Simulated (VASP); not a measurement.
# CaS (Oldhamite): density of states with LDA

The system is CaS (Oldhamite).

```
Ca S
1.0
     0.00000    2.78222    2.78222
     2.78222    0.00000    2.78222
     2.78222    2.78222    0.00000
Ca S
1 1
Direct
  0.00000 0.00000 0.00000
  0.50000 0.50000 0.50000
```

```json
{
  "Program": "VASP 6.6.1",
  "Task": "density of states",
  "Functional": "LDA",
  "Potentials or basis": "VASP PAW LDA potentials, release 64 (Ca_sv, S)",
  "Cutoff": "400 eV",
  "k mesh": "9 × 9 × 9",
  "Occupations": "fermi-dirac, width 0.02 eV",
  "Spin": "no spin polarisation",
  "Dipole correction": "no",
  "k mesh for the DOS": "14 × 14 × 14",
  "Occupations for the DOS": "tetrahedron",
  "Further INCAR settings": "ALGO = Normal; EDIFF = 1e-06"
}
```

The valence electrons inside the program's atomic spheres are Ca 8.18; S 3.79.

Levels at points of the mesh, in eV from the valence-band top:
| k point | band 4 | band 5 | band 6 | band 7 | band 8 | band 9 | band 10 | band 11 | band 12 |
| --- | --- | --- | --- | --- | --- | --- | --- | --- | --- |
| (0.00, 0.00, 0.00) | -19.80 | -11.53 | 0.00 | 0.00 | 0.00 | 3.93 | 3.93 | 3.93 | 4.33 |
| (0.50, 0.00, 0.00) | -19.82 | -10.53 | -3.43 | -1.35 | -1.35 | 5.16 | 6.11 | 6.23 | 6.23 |
| (0.50, 0.50, 0.00) | -19.87 | -10.82 | -2.46 | -0.87 | -0.87 | 1.96 | 5.59 | 6.12 | 6.90 |

It used 61 s of CPU time on 1 thread of AMD EPYC 7R13 Processor (Zen 3), with other jobs on the host.
